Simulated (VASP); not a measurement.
ScAl:

```xyz
2
Lattice="3.3703 0.0000 0.0000 0.0000 3.3703 0.0000 0.0000 0.0000 3.3703" Properties=species:S:1:pos:R:3 pbc="T T T"
Sc    1.6852    1.6852    1.6852
Al    0.0000    0.0000    0.0000
```

- Program: VASP 6.6.1
- Task: relaxation of cell and atoms
- Functional: LDA
- Potentials or basis: VASP PAW LDA potentials, release 64 (Sc_sv, Al)
- Cutoff: 600 eV
- k mesh: 12 × 12 × 12
- Occupations: gaussian, width 0.1 eV
- Spin: no spin polarisation

At the start: pressure -4.2 GPa; volume 19.14 Å³/atom.

Problem. How do energy, volume and symmetry change on relaxing?

Solution. Over 3 steps the energy falls by 13.9 meV/atom and the volume is 18.13 Å³/atom (-5.3 %); space group Pm-3m (No. 221, to 0.05 Å).

Step by step:
| step | energy change (eV) | largest force (eV/Å) | pressure (GPa) | volume (Å³) |
| --- | --- | --- | --- | --- |
| 1 | 0.0000 | 0.0000 | -4.19 | 38.28 |
| 2 | -0.0240 | 0.0000 | 1.77 | 35.57 |
| 3 | -0.0278 | 0.0000 | 0.00 | 36.27 |

Final structure:
```
Sc Al
1.0
     3.31008    0.00000    0.00000
     0.00000    3.31008    0.00000
     0.00000    0.00000    3.31008
Sc Al
1 1
Direct
  0.50000 0.50000 0.50000
  0.00000 0.00000 0.00000
```
